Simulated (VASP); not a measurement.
Write the native input for VASP 6.6.1 that does the following.

- Task: single point
- Functional: LDA
- Potentials or basis: VASP PAW LDA potentials, release 64 (Cd, Se)
- Cutoff: 520 eV
- k mesh: 8 × 8 × 8
- Occupations: fermi-dirac, width 0.03 eV
- Spin: no spin polarisation
- Dipole correction: no
- Further INCAR settings: ALGO = Normal; EDIFF = 1e-07; NBANDS = 16

The structure of CdSe lies in POSCAR:

```
CdSe
1.0
    0.0000000000      3.0906047130      3.0906047130
    3.0906047130      0.0000000000      3.0906047130
    3.0906047130      3.0906047130      0.0000000000
Cd Se
1 1
Direct
    0.0000000000      0.0000000000      0.0000000000
    0.2500000000      0.2500000000      0.2500000000
```

This cell differs from its parent crystal: volume scaled by 1.02.

These files were run (other wordings do the same):

INCAR

```
SYSTEM = CdSe
ALGO     = Normal         ! electronic algorithm
EDIFF    = 1E-7           ! SCF threshold, eV
ENCUT    = 520            ! plane-wave cutoff, eV
GGA      = CA             ! functional
ISIF     = 2              ! what is computed and relaxed
ISMEAR   = -1             ! smearing method
LASPH    = .TRUE.         ! aspherical terms in the spheres
LCHARG   = .TRUE.         ! write CHGCAR
LELF     = .TRUE.         ! ELF
LREAL    = .FALSE.        ! projectors in reciprocal space
LVHAR    = .TRUE.       
LWAVE    = .FALSE.        ! write WAVECAR
NBANDS   = 16             ! bands
NELM     = 100            ! most SCF steps
PREC     = Accurate       ! precision mode
SIGMA    = 0.03           ! smearing width, eV
```

KPOINTS

```
k-points
0
G
  8 8 8
  0 0 0
```

Potentials or basis: VASP PAW LDA potentials, release 64 (Cd, Se).

The run is started by

```console
$ cat potpaw_LDA.64/Cd/POTCAR potpaw_LDA.64/Se/POTCAR > POTCAR
$ mpirun -np 1 vasp_std > vasp.out
```

It gave:

| Quantity | Value |
| --- | --- |
| Pressure | -3.7 GPa |
| Band gap on the k mesh | 0.26 eV, direct |

It took 32 s on 1 thread of Intel Xeon 6975P-C (shared host), peak memory 0.18 GiB.
